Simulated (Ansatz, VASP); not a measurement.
Two plane-wave programs on Si4O

```
Si O
1.0
    -1.99796    1.99796    4.71395
     1.99796   -1.99796    4.71395
     1.99796    1.99796   -4.71395
Si O
4 1
Direct
  0.65810 0.65810 0.00000
  0.50000 0.00000 0.50000
  0.00000 0.50000 0.50000
  0.34190 0.34190 0.00000
  0.00000 0.00000 0.00000
```

Change from the starting cell: species swapped into the PbF4 type (I4/mmm, No. 139).

Alike in both runs: functional PBE; k mesh 6 × 6 × 6; occupations gaussian, width 0.1 eV; no spin polarisation.

Ansatz relaxed the structure, and its values are those at the end. VASP's run is a single point on that final structure, the one shown.

|  | VASP | Ansatz |
| --- | --- | --- |
| version | VASP 6.6.1 | Ansatz 0.2.0 |
| potentials or method | VASP PAW PBE potentials, release 64 (Si, O), cutoff 520 eV | scalar-relativistic, plane waves, PAW |
| valence electrons in the cell | 22 | 22 |

|  | VASP | Ansatz | Ansatz less VASP |
| --- | --- | --- | --- |
| gap on the k mesh at the Fermi level (eV) | none | none | - |
| pressure (GPa) | 0.0 | 0.0 | -0.01 |
| rms of the force components (eV/Å) | 0.006 | 0.010 | +0.0044 |

A gap of «none» marks a metal or a gap that the smearing closes.

The k mesh is coarse, so the values compare programs but aren't converged.
